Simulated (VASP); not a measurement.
# Tl (Fm-3m) in VASP: further runs

Tl is run at these levels: PBE; tasks: single point.

Program: VASP 6.6.1. These are calculated values, not measurements. Logs are shortened: lines on timing, memory, paths and dates and some standing lists are left out, and cuts for length are marked.

## 1. The cell of the first run

The structure is cubic, space group Fm-3m (No. 225). The conventional cell has a = 4.330 Å, b = 4.330 Å, c = 4.330 Å, α = 90.00°, β = 90.00°, γ = 90.00°. Tl (site symmetry m-3m) has 12 Tl at 3.06 Å within 4.0 Å.

This isn't the form of Tl at room conditions, which is hcp.

## 2. Single point, PBE

File INCAR:

```
PREC = Accurate
ENCUT = 520
EDIFF = 1E-7
ISMEAR = -1
SIGMA = 0.05
LREAL = False
LASPH = True
NELM = 60
ALGO = Normal
ISIF = 2
LWAVE = False
LCHARG = False
GGA = PE
NBANDS = 12
```

File KPOINTS:

```
Automatic mesh
0
Gamma
  4 4 4
```

File POSCAR:

```
Tl
1.0
    0.0000000000      2.1650000000      2.1650000000
    2.1650000000      0.0000000000      2.1650000000
    2.1650000000      2.1650000000      0.0000000000
Tl
1
Direct
    0.0000000000      0.0000000000      0.0000000000
```

Potentials or basis: VASP PAW PBE potentials, release 64 (Tl_d).

The run is started by

```
cat potpaw_PBE.64/Tl_d/POTCAR > POTCAR
mpirun -np 1 vasp_std > vasp.out
```

OUTCAR:

```text
PREC = Accurate
   ENCUT = 520
   EDIFF = 1E-7
   ISMEAR = -1
   LREAL = False
   LASPH = True
   NELM = 60
   ISIF = 2
   GGA = PE

 ion  position               nearest neighbor table
   1  0.000  0.000  0.000-

  LATTYP: Found a face centered cubic cell.
 ALAT       =     4.3300000000

  Lattice vectors:

 A1 = (   0.0000000000,   2.1650000000,   2.1650000000)
 A2 = (   2.1650000000,   0.0000000000,   2.1650000000)
 A3 = (   2.1650000000,   2.1650000000,   0.0000000000)

Analysis of symmetry for initial positions (statically):
=====================================================================
 Subroutine PRICEL returns:
 Original cell was already a primitive cell.

 Routine SETGRP: Setting up the symmetry group for a
 face centered cubic supercell.

 Subroutine GETGRP returns: Found 48 space group operations
 (whereof 48 operations were pure point group operations)
 out of a pool of 48 trial point group operations.

The static configuration has the point symmetry O_h .

Analysis of symmetry for dynamics (positions and initial velocities):
=====================================================================
 Subroutine PRICEL returns:
 Original cell was already a primitive cell.

 Routine SETGRP: Setting up the symmetry group for a
 face centered cubic supercell.

 Subroutine GETGRP returns: Found 48 space group operations
 (whereof 48 operations were pure point group operations)
 out of a pool of 48 trial point group operations.

The dynamic configuration has the point symmetry O_h .

 Subroutine INISYM returns: Found 48 space group operations
 (whereof 48 operations are pure point group operations),
 and found     1 'primitive' translations

----------------------------------------------------------------------------------------

                                     Primitive cell

  volume of cell :      20.2957

  direct lattice vectors                    reciprocal lattice vectors
     0.000000000  2.165000000  2.165000000    -0.230946882  0.230946882  0.230946882
     2.165000000  0.000000000  2.165000000     0.230946882 -0.230946882  0.230946882
     2.165000000  2.165000000  0.000000000     0.230946882  0.230946882 -0.230946882

  length of vectors
     3.061772363  3.061772363  3.061772363     0.400011734  0.400011734  0.400011734

  position of ions in fractional coordinates (direct lattice)
     0.000000000  0.000000000  0.000000000

  ion indices of the primitive-cell ions
   primitive index   ion index
                 1           1

----------------------------------------------------------------------------------------

 KPOINTS: Automatic mesh

Automatic generation of k-mesh.
 Grid dimensions read from file:
 generate k-points for:    4    4    4

 Generating k-lattice:

  Cartesian coordinates                     Fractional coordinates (reciprocal lattice)
    -0.057736721  0.057736721  0.057736721     0.250000000  0.000000000  0.000000000
     0.057736721 -0.057736721  0.057736721     0.000000000  0.250000000  0.000000000
     0.057736721  0.057736721 -0.057736721     0.000000000  0.000000000  0.250000000

  Length of vectors
     0.100002933  0.100002933  0.100002933

  Shift w.r.t. Gamma in fractional coordinates (k-lattice)
     0.000000000  0.000000000  0.000000000

 Subroutine IBZKPT returns following result:
 ===========================================

 Found      8 irreducible k-points:

 Following reciprocal coordinates:
            Coordinates               Weight
  0.000000  0.000000  0.000000      1.000000
  0.250000  0.000000  0.000000      8.000000
  0.500000  0.000000  0.000000      4.000000
  0.250000  0.250000  0.000000      6.000000
  0.500000  0.250000  0.000000     24.000000
 -0.250000  0.250000  0.000000     12.000000
  0.500000  0.500000  0.000000      3.000000
 -0.250000  0.500000  0.250000      6.000000
   k-points           NKPTS =      8   k-points in BZ     NKDIM =      8   number of bands    NBANDS=     12
   number of dos      NEDOS =    301   number of ions     NIONS =      1
   total plane-waves  NPLWV =  13824
   dimension x,y,z NGX =    24 NGY =   24 NGZ =   24
   dimension x,y,z NGXF=    48 NGYF=   48 NGZF=   48
   ions per type =               1
   NGX,Y,Z   is equivalent  to a cutoff of  13.03, 13.03, 13.03 a.u.
   NGXF,Y,Z  is equivalent  to a cutoff of  26.06, 26.06, 26.06 a.u.
 SYSTEM =  unknown system
   PREC   = accura    normal or accurate (medium, high low for compatibility)
   ISTART =      0    job   : 0-new  1-cont  2-samecut
   ICHARG =      2    charge: 1-file 2-atom 10-const
   ISPIN  =      1    spin polarized calculation?
   LNONCOLLINEAR =      F non collinear calculations
   LSORBIT =      F    spin-orbit coupling
   LASPH  =      T    aspherical Exc in radial PAW
   ENCUT  =  520.0 eV  38.22 Ry    6.18 a.u.   5.69  5.69  5.69*2*pi/ulx,y,z
   NELM   =     60;   NELMIN=  2; NELMDL= -5     # of ELM steps
   EDIFF  = 0.1E-06   stopping-criterion for ELM
   LREAL  =      F    real-space projection
   EDIFFG = 0.1E-05   stopping-criterion for IOM
   NSW    =      0    number of steps for IOM
   IBRION =     -1    ionic relax: 0-MD 1-quasi-New 2-CG
   NFREE  =      0    steps in history (QN), initial steepest desc. (CG)
   ISIF   =      2    stress and relaxation
   ISYM   =      2    0-nonsym 1-usesym 2-fastsym
   POTIM  = 0.5000    time-step for ionic-motion
   TEBEG  =    0.0;   TEEND  =   0.0 temperature during run
   PSTRESS=    0.0 pullay stress
   NELECT =      13.0000    total number of electrons
   NUPDOWN=      -1.0000    fix difference up-down
   EMIN   =  10.00;   EMAX   =-10.00  energy-range for DOS
   EFERMI =   0.00;   METHOD = LEGACY
   ISMEAR =    -1;   SIGMA  =   0.05  broadening in eV -4-tet -1-fermi 0-gaus
   EFERMI_NEDOS =   21; number of points for ismear=-14 and -15
   IALGO  =     38    algorithm
   IMIX   =      4    mixing-type and parameters
     AMIX     =   0.40;   BMIX     =  1.00
     AMIX_MAG =   1.60;   BMIX_MAG =  1.00
  volume/ion in A,a.u.               =      20.30       136.96
  Fermi-wavevector in a.u.,A,eV,Ry     =   1.411198  2.666778 27.095740  1.991481
  Thomas-Fermi vector in A             =   2.533074
   LORBIT       =      0    0 simple, 1 ext, 2 COOP (PROOUT), +10 PAW based schemes
   GGA     = PE    functional components
   LHFCALC =     F    Hartree Fock is set to
   AEXX    =    0.0000 exact exchange contribution
   IVDW    =     0    specifies the selected vdW correction
   LEPSILON=     F    determine dielectric tensor
   LRPA    =     F    only Hartree local field effects (RPA)
 non-spin polarized calculation
  energy-cutoff  :      520.00
  volume of cell :       20.30
 maximum number of plane-waves:       568
 NGX is ok and might be reduce to    24
   NGX = 11   NGY = 11   NGZ = 11

 number of electron      13.0000002 magnetization

 Free energy of the ion-electron system (eV)
  ---------------------------------------------------
  ext. energy  EPLUGINS =         0.00000000
  ---------------------------------------------------
  free energy    TOTEN  =        -1.32669806 eV

  energy without entropy =       -1.32131987  energy(sigma->0) =       -1.32400896

 E-fermi :  11.0990     XC(G=0): -12.0153

 val. band max:       10.2162637871   @ k =   0.5000   0.2500   0.0000
 cond. band min:      11.2189383660   @ k =  -0.2500   0.5000   0.2500
 fundamental gap:      1.0026745789
 Fermi energy:        11.0990438058

 k-point     1 :       0.0000    0.0000    0.0000
  band No.  band energies     occupation
      1      -1.9507      2.00000
      2      -1.4336      2.00000
      3      -1.4336      2.00000
      4      -1.4336      2.00000
      5      -0.7907      2.00000
      6      -0.7907      2.00000
      7      22.0754      0.00000
      8      24.0256      0.00000
      9      24.0256      0.00000
     10      24.0256      0.00000
     11      29.0413      0.00000
     12      30.0097      0.00000

 k-point     2 :       0.2500    0.0000    0.0000
  band No.  band energies     occupation
      1      -1.8543      2.00000
      2      -1.2931      2.00000
      3      -1.2931      2.00000
      4      -0.6800      2.00000
      5      -0.6800      2.00000
      6       0.1764      2.00000
      7      15.2564      0.00000
      8      22.5270      0.00000
      9      23.2408      0.00000
     10      23.2408      0.00000
     11      26.9577      0.00000
     12      28.0301      0.00000

 k-point     3 :       0.5000    0.0000    0.0000
  band No.  band energies     occupation
      1      -2.1741      2.00000
      2      -1.4212      2.00000
      3      -1.4212      2.00000
      4      -0.2466      2.00000
      5      -0.2466      2.00000
      6       5.9149      2.00000
      7       6.3390      2.00000
      8      21.5169      0.00000
      9      21.5811      0.00000
     10      21.5811      0.00000
     11      27.7554      0.00000
     12      27.7554      0.00000

 k-point     4 :       0.2500    0.2500    0.0000
  band No.  band energies     occupation
      1      -1.8748      2.00000
      2      -1.5561      2.00000
      3      -0.8350      2.00000
      4      -0.8350      2.00000
      5      -0.5398      2.00000
      6       0.7524      2.00000
      7      19.0229      0.00000
      8      19.0229      0.00000
      9      19.2087      0.00000
     10      21.5523      0.00000
     11      22.1476      0.00000
     12      31.5958      0.00000

 k-point     5 :       0.5000    0.2500    0.0000
  band No.  band energies     occupation
      1      -1.9686      2.00000
      2      -1.5358      2.00000
      3      -0.8656      2.00000
      4      -0.8579      2.00000
      5      -0.2098      2.00000
      6       5.3062      2.00000
      7      10.2163      2.00000
      8      15.3635      0.00000
      9      18.0789      0.00000
     10      21.4894      0.00000
     11      27.8980      0.00000
     12      30.8565      0.00000

 k-point     6 :      -0.2500    0.2500    0.0000
  band No.  band energies     occupation
      1      -1.6125      2.00000
      2      -1.4554      2.00000
      3      -0.9656      2.00000
      4      -0.9021      2.00000
      5      -0.7499      2.00000
      6       3.5312      2.00000
      7      12.8597      0.00000
      8      14.1310      0.00000
      9      21.6214      0.00000
     10      22.3748      0.00000
     11      27.6963      0.00000
     12      29.9635      0.00000

 k-point     7 :       0.5000    0.5000    0.0000
  band No.  band energies     occupation
      1      -2.2863      2.00000
      2      -2.1869      2.00000
      3      -0.2784      2.00000
      4      -0.1052      2.00000
      5      -0.1052      2.00000
      6       7.8590      2.00000
      7       8.4551      2.00000
      8      15.6609      0.00000
      9      15.6609      0.00000
     10      20.6543      0.00000
     11      22.2667      0.00000
     12      33.2328      0.00000

 k-point     8 :      -0.2500    0.5000    0.2500
  band No.  band energies     occupation
      1      -1.7016      2.00000
      2      -1.4025      2.00000
      3      -1.4025      2.00000
      4      -0.7073      2.00000
      5      -0.1048      2.00000
      6       8.3972      2.00000
      7      11.2189      0.16667
      8      11.2189      0.16667
      9      13.5195      0.00000
     10      27.5587      0.00000
     11      27.5587      0.00000
     12      27.9566      0.00000

------------------------ aborting loop because EDIFF is reached ----------------------------------------

  FORCE on cell =-STRESS in cart. coord.  units (eV):
  Direction    XX          YY          ZZ          XY          YZ          ZX
  --------------------------------------------------------------------------------------
  -------------------------------------------------------------------------------------
  Total        4.9986424      4.9986424      4.9986424     -0.0000000     -0.0000000      0.0000000
  in kB      394.6017030    394.6017030    394.6017030     -0.0000000     -0.0000000      0.0000000
  external PRESSURE =     394.6017030 kB  Pullay stress =       0.0000000 kB

 VOLUME and BASIS-vectors are now :
 -----------------------------------------------------------------------------
  energy-cutoff  :      520.00
  volume of cell :       20.30
      direct lattice vectors                 reciprocal lattice vectors
     0.000000000  2.165000000  2.165000000    -0.230946882  0.230946882  0.230946882
     2.165000000  0.000000000  2.165000000     0.230946882 -0.230946882  0.230946882
     2.165000000  2.165000000  0.000000000     0.230946882  0.230946882 -0.230946882

 POSITION                                       TOTAL-FORCE (eV/Angst)
 -----------------------------------------------------------------------------------
      0.00000      0.00000      0.00000         0.000000      0.000000      0.000000
 -----------------------------------------------------------------------------------
    total drift:                               -0.000000      0.000000      0.000000

  FREE ENERGIE OF THE ION-ELECTRON SYSTEM (eV)
  ---------------------------------------------------
  free  energy   TOTEN  =        -1.3266980589 eV

  energy  without entropy=       -1.3213198672  energy(sigma->0) =       -1.32400896
```

It took 2.8 s on 1 thread of Intel Xeon Platinum 8488C (Sapphire Rapids), shared host; peak memory 0.13 GiB.

What came out:

| Property | Result |
| --- | --- |
| Free energy | -1.3267 eV |
| Pressure | 39.5 GPa |
| Band gap on the k mesh | zero (an odd number of electrons rules out a gap without spin polarisation) |

Levels at points of the mesh, in eV from the Fermi level:
| k point | band 4 | band 5 | band 6 | band 7 | band 8 | band 9 |
| --- | --- | --- | --- | --- | --- | --- |
| (0.00, 0.00, 0.00) | -12.53 | -11.89 | -11.89 | 10.98 | 12.93 | 12.93 |
| (0.50, 0.00, 0.00) | -11.35 | -11.35 | -5.18 | -4.76 | 10.42 | 10.48 |
| (0.50, 0.50, 0.00) | -11.20 | -11.20 | -3.24 | -2.64 | 4.56 | 4.56 |

Caveat: the k points lie up to 0.63 Å⁻¹ apart, too coarse for converged energies and pressures of a metal; spin-orbit coupling is left out, which moves the levels of the heavy elements.

## 3. Single point, PBE

File INCAR:

```
PREC     = Accurate       # precision mode
ENCUT    = 520            # plane-wave cutoff, eV
EDIFF    = 1E-6           # SCF threshold, eV
ISMEAR   = -1             # smearing method
SIGMA    = 0.05           # smearing width, eV
LREAL    = F              # projectors in reciprocal space
LASPH    = T              # aspherical terms in the spheres
NELM     = 100            # most SCF steps
ALGO     = Normal         # electronic algorithm
ISIF     = 2              # what is computed and relaxed
LWAVE    = F              # write WAVECAR
LCHARG   = T              # write CHGCAR
GGA      = PE             # functional
LELF     = T              # ELF
LVHAR    = T            
NBANDS   = 12             # bands
```

File KPOINTS:

```
regular mesh
0
Gamma
  7 7 7
```

POSCAR is that of step 2.

Potentials or basis: VASP PAW PBE potentials, release 64 (Tl_d).

The run is started by

```
cat potpaw_PBE.64/Tl_d/POTCAR > POTCAR
mpirun -np 1 vasp_std > vasp.out
```

OUTCAR:

```text
PREC = Accurate
   ENCUT = 520
   EDIFF = 1E-6
   ISMEAR = -1
   LREAL = F
   LASPH = T
   NELM = 100
   ISIF = 2
   GGA = PE

 ion  position               nearest neighbor table
   1  0.000  0.000  0.000-

  LATTYP: Found a face centered cubic cell.
 ALAT       =     4.3300000000

  Lattice vectors:

 A1 = (   0.0000000000,   2.1650000000,   2.1650000000)
 A2 = (   2.1650000000,   0.0000000000,   2.1650000000)
 A3 = (   2.1650000000,   2.1650000000,   0.0000000000)

[... 470 lines left out ...]
     11      28.7769      0.00000
     12      29.0213      0.00000

------------------------ aborting loop because EDIFF is reached ----------------------------------------

  FORCE on cell =-STRESS in cart. coord.  units (eV):
  Direction    XX          YY          ZZ          XY          YZ          ZX
  --------------------------------------------------------------------------------------
  -------------------------------------------------------------------------------------
  Total        4.6806713      4.6806713      4.6806713      0.0000000      0.0000000      0.0000000
  in kB      369.5005023    369.5005023    369.5005023      0.0000000      0.0000000      0.0000000
  external PRESSURE =     369.5005023 kB  Pullay stress =       0.0000000 kB

 VOLUME and BASIS-vectors are now :
 -----------------------------------------------------------------------------
  energy-cutoff  :      520.00
  volume of cell :       20.30
      direct lattice vectors                 reciprocal lattice vectors
     0.000000000  2.165000000  2.165000000    -0.230946882  0.230946882  0.230946882
     2.165000000  0.000000000  2.165000000     0.230946882 -0.230946882  0.230946882
     2.165000000  2.165000000  0.000000000     0.230946882  0.230946882 -0.230946882

 POSITION                                       TOTAL-FORCE (eV/Angst)
 -----------------------------------------------------------------------------------
      0.00000      0.00000      0.00000         0.000000      0.000000      0.000000
 -----------------------------------------------------------------------------------
    total drift:                               -0.000000      0.000000     -0.000000

  FREE ENERGIE OF THE ION-ELECTRON SYSTEM (eV)
  ---------------------------------------------------
  free  energy   TOTEN  =        -1.3698166415 eV

  energy  without entropy=       -1.3647175277  energy(sigma->0) =       -1.36726708
```

stdout:

```text
POSCAR found type information on POSCAR Tl
 POSCAR found :  1 types and       1 ions
 scaLAPACK will be used
 LDA part: xc-table for (Slater+PW92), standard interpolation
 POSCAR, INCAR and KPOINTS ok, starting setup
 FFT: planning ... GRIDC
 FFT: planning ... GRID_SOFT
 FFT: planning ... GRID
 WAVECAR not read
 entering main loop
```

Wall time 3.9 s (1 thread of Intel Xeon Platinum 8488C (Sapphire Rapids), shared host); peak memory 0.13 GiB.

Results:

| Item | Value |
| --- | --- |
| Free energy | -1.3698 eV |
| Pressure | 37.0 GPa |
| Band gap on the k mesh | zero (an odd number of electrons rules out a gap without spin polarisation) |

Levels at points of the mesh, in eV from the Fermi level:
| k point | band 3 | band 4 | band 5 | band 6 | band 7 | band 8 | band 9 | band 10 |
| --- | --- | --- | --- | --- | --- | --- | --- | --- |
| (0.00, 0.00, 0.00) | -12.47 | -12.47 | -11.83 | -11.83 | 11.04 | 13.00 | 13.00 | 13.00 |

Caveat: the cell stands under pressure; spin-orbit coupling is left out, which moves the levels of the heavy elements.
